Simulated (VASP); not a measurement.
Wanted: the native input for a VASP 6.6.1 run.

* Task: single point
* Functional: PBE
* Potentials or basis: VASP PAW PBE potentials, release 64 (Ga_d, Pt, F)
* Cutoff: 520 eV
* k mesh: 6 × 6 × 4
* Occupations: gaussian, width 0.1 eV
* Spin: no spin polarisation
* Dipole correction: no
* Further INCAR settings: ALGO = Normal; EDIFF = 1e-07; NBANDS = 28

The structure of GaPt2F lies in POSCAR:

```
GaPt2F
1.0
    3.3781497800      0.0000000000      0.0000000000
   -1.6890748900      2.9255635300      0.0000000000
    0.0000000000      0.0000000000      6.1358355300
Ga Pt F
1 2 1
Direct
    0.0000000000      0.0000000000      0.0000000000
    0.0000000000      0.0000000000      0.2735285200
    0.0000000000      0.0000000000      0.7264714800
    0.0000000000      0.0000000000      0.5000000000
```

The cell was built from a structure type or drawn by symmetry, and may not be a known phase.

The input as run:

INCAR

```
SYSTEM = GaPt2F
PREC     = Accurate       ! precision mode
ENCUT    = 520            ! plane-wave cutoff, eV
EDIFF    = 1E-7           ! SCF threshold, eV
ISMEAR   = 0              ! smearing method
SIGMA    = 0.1            ! smearing width, eV
LREAL    = .False.        ! projectors in reciprocal space
LASPH    = .True.         ! aspherical terms in the spheres
NELM     = 80             ! most SCF steps
ALGO     = Normal         ! electronic algorithm
ISIF     = 2              ! what is computed and relaxed
LWAVE    = .False.        ! write WAVECAR
LCHARG   = .False.        ! write CHGCAR
GGA      = PE             ! functional
NBANDS   = 28             ! bands
```

KPOINTS

```
regular mesh
0
Gamma
  6 6 4
  0 0 0
```

Potentials or basis: VASP PAW PBE potentials, release 64 (Ga_d, Pt, F).

The run is started by

```sh
$ cat potpaw_PBE.64/Ga_d/POTCAR potpaw_PBE.64/Pt/POTCAR potpaw_PBE.64/F/POTCAR > POTCAR
$ mpirun -np 1 vasp_std > vasp.out
```

It gave:

- Pressure: 248.8 GPa
- Largest force: 18.836 eV/Å
- Band gap on the k mesh: zero (bands 20 and 21 overlap by 0.38 eV)

Caveat: atoms lie so close that the PAW spheres overlap strongly, which falsifies energies and pressures; the cell stands under pressure; spin-orbit coupling is left out, which moves the levels of the heavy elements; forces of over 1 eV/Å act on the atoms, so gaps and moduli don't describe the material at rest.

It took 77 s on 1 thread of Intel Xeon 8259CL, with other jobs on the host, peak memory 0.2 GiB.
